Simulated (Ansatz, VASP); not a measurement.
## K: VASP beside Ansatz

```xyz
1
Lattice="-2.5918 2.5918 2.6180 2.5918 -2.5918 2.6180 2.5918 2.5918 -2.6180" Properties=species:S:1:pos:R:3 pbc="T T T"
K     0.0000    0.0000    0.0000
```

Change from the starting cell: equal xx and yy strain of -1 %, crystal datasets.

Alike in both runs: task electric field gradients; functional PBEsol; k mesh 10 × 10 × 10; occupations fermi-dirac, width 0.08 eV; no spin polarisation.

```csv
,VASP,Ansatz
version,VASP 6.6.1,Ansatz 0.2.0
potentials or method,"VASP PAW PBE potentials, release 64 (K_sv), cutoff 520 eV","all-electron PAW with datasets made for the crystal, scalar-relativistic"
```

```tsv
	VASP	Ansatz	Ansatz less VASP
pressure (GPa)	0.0	0.0	+0.01
```

VASP's potentials were made for PBE, not for PBEsol. Ansatz ran all-electron here, and VASP with PAW potentials.
